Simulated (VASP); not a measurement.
Wanted: the native input for a VASP 6.6.1 run.

```
Task                   : single point
Functional             : PBE
Potentials or basis    : VASP PAW PBE potentials, release 64 (Sn_d)
Cutoff                 : 520 eV
k mesh                 : 4 × 7 × 5
Occupations            : fermi-dirac, width 0.08 eV
Spin                   : no spin polarisation
Dipole correction      : no
Further INCAR settings : ALGO = Normal; EDIFF = 1e-06; NBANDS = 36
```

The structure of Sn lies in POSCAR:

```
Sn
1.0
   -5.8392881500      5.8392881500      3.1876000000
    2.9196440750     -2.9196440750      1.5938000000
    2.9196440750      2.9196440750     -1.5938000000
Sn
4
Direct
   -0.0019357213     -0.0115456658      0.0084917885
    0.4809598932     -0.0276066509     -0.0097570112
    0.3926322426      0.2814784200      0.4932179961
    0.8783435599      0.2576737511      0.5080470297
```

The input as run:

INCAR

```
ALGO = Normal
EDIFF = 1E-6
ENCUT = 520
GGA = PE
ISIF = 2
ISMEAR = -1
LASPH = T
LCHARG = F
LREAL = F
LWAVE = F
NBANDS = 36
NELM = 100
PREC = Accurate
SIGMA = 0.08
```

KPOINTS

```
k-points
0
Gamma
  4 7 5
```

Potentials or basis: VASP PAW PBE potentials, release 64 (Sn_d).

Launch:

```sh
$ cat potpaw_PBE.64/Sn_d/POTCAR > POTCAR
$ mpirun -np 1 vasp_std > vasp.out
```

Results of the run:

```
Pressure               : 2.5 GPa
Largest force          : 0.245 eV/Å
Band gap on the k mesh : zero (bands 28 and 29 overlap by 2.79 eV)
```

Caveat: spin-orbit coupling is left out, which moves the levels of the heavy elements.

Run time: 2.8 min on 1 thread of Intel(R) Xeon(R) 6975P-C (Granite Rapids), with other jobs on the host, peak memory 0.4 GiB.
